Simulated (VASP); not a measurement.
Crystal: PCS4.

```xyz
6
Lattice="0.0000 4.2783 4.2783 4.2783 0.0000 4.2783 4.2783 4.2783 0.0000" Properties=species:S:1:pos:R:3 pbc="T T T"
P     2.1392    2.1392    2.1392
C     0.0000    0.0000    0.0000
S     7.0925    7.0925    7.0925
S     5.7424    5.7424    7.0925
S     5.7424    7.0925    5.7424
S     7.0925    5.7424    5.7424
```

The cell was built from a structure type or drawn by symmetry, and may not be a known phase.

* Program: VASP 6.6.1
* Task: relaxation of cell and atoms
* Functional: PBE
* Dispersion: D3(BJ)
* Potentials or basis: VASP PAW PBE potentials, release 64 (P, C, S)
* Cutoff: 600 eV
* k mesh: 4 × 4 × 4
* Occupations: gaussian, width 0.1 eV
* Spin: collinear spin
* Starting moments: [0.0, 1.0, 0.0, 0.0, 0.0, 0.0] μB

At the start: pressure 16.1 GPa; volume 26.10 Å³/atom.

Q: Where does the relaxation end?

A: Over 26 steps the energy falls by 2032.7 meV/atom and the volume is 21.72 Å³/atom (-16.8 %); space group F-43m (No. 216, to 0.1 Å) before and after; moment 0.00 μB per cell.

The path:
```tsv
step	energy change (eV)	largest force (eV/Å)	pressure (GPa)	volume (Å³)
1	0.0000	15.1053	16.14	156.62
2	-8.6066	2.7562	-8.52	224.11
3	-9.0072	2.9099	-7.50	229.85
4	-9.7368	2.5263	-5.84	241.62
5	-10.4818	0.1182	-0.76	266.37
6	-10.4840	0.5314	-1.78	262.04
7	-10.5027	1.4402	1.09	242.05
8	-10.5638	0.4511	-0.38	250.97
9	-10.6124	0.4663	-0.41	243.84
10	-10.7704	0.5570	-0.45	223.26
11	-11.1229	0.9128	0.03	185.64
12	-11.9949	1.6884	5.74	123.57
13	-11.9923	1.8927	3.06	132.63
14	-12.0057	1.7684	5.07	125.55
15	-12.0194	1.6373	5.13	124.79
16	-12.0414	1.2427	5.38	122.51
17	-12.0423	1.1302	5.47	121.87
18	-12.0582	1.0715	5.14	122.33
19	-12.1002	0.8984	4.19	123.73
20	-12.1604	0.5708	2.44	126.55
21	-12.1937	0.0192	-0.55	132.31
22	-12.1957	0.0842	-0.05	131.23
23	-12.1957	0.1026	0.05	131.04
24	-12.1958	0.0916	0.04	130.97
25	-12.1963	0.0591	0.06	130.76
26	-12.1965	0.0059	0.07	130.33
```

Final structure:
```
CELL_PARAMETERS angstrom
0.00000 4.02418 4.02418
4.02418 0.00000 4.02418
4.02418 4.02418 0.00000
ATOMIC_POSITIONS crystal
P 0.25000 0.25000 0.25000
C 0.00000 0.00000 0.00000
S 0.87424 0.87424 0.87424
S 0.87424 0.87424 0.37728
S 0.87424 0.37728 0.87424
S 0.37728 0.87424 0.87424
```

Caveat: the volume moved by over 15 % at a fixed basis, so the end points are rough.
